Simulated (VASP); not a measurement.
A run of VASP 6.6.1:

INCAR

```
SYSTEM = Ni
  PREC = Accurate
  ENCUT = 600
  EDIFF = 1E-7
  ISMEAR = 0
  SIGMA = 0.1
  LREAL = .False.
  LASPH = .True.
  NELM = 150
  ALGO = Normal
  ISIF = 3
  LWAVE = .False.
  LCHARG = .False.
  ISPIN = 2
  MAGMOM = 0.8
  LORBIT = 11
  LMAXMIX = 4
  GGA = CA
  IBRION = 2
  NSW = 100
  EDIFFG = -0.05
```

File KPOINTS:

```
Automatic mesh
0
Gamma
  10 10 10
  0 0 0
```

File POSCAR:

```
Ni
1.0
    0.0000000000      1.7375729300      1.7375729300
    1.7375729300      0.0000000000      1.7375729300
    1.7375729300      1.7375729300      0.0000000000
Ni
1
Direct
    0.0000000000      0.0000000000      0.0000000000
```

Potentials or basis: VASP PAW LDA potentials, release 64 (Ni).

Launch:

```console
$ cat potpaw_LDA.64/Ni/POTCAR > POTCAR
$ mpirun -np 1 vasp_std > vasp.out
```

Hardware: 1 thread of Intel(R) Xeon(R) 6975P-C (Granite Rapids) (shared host).

**Question.** Estimate the wall time of this run.

**Answer.** Wall time 13 s on 1 thread of Intel(R) Xeon(R) 6975P-C (Granite Rapids), with other jobs on the host, peak memory 0.13 GiB. Counts: scf iterations 35, k points 47, ion steps 3.
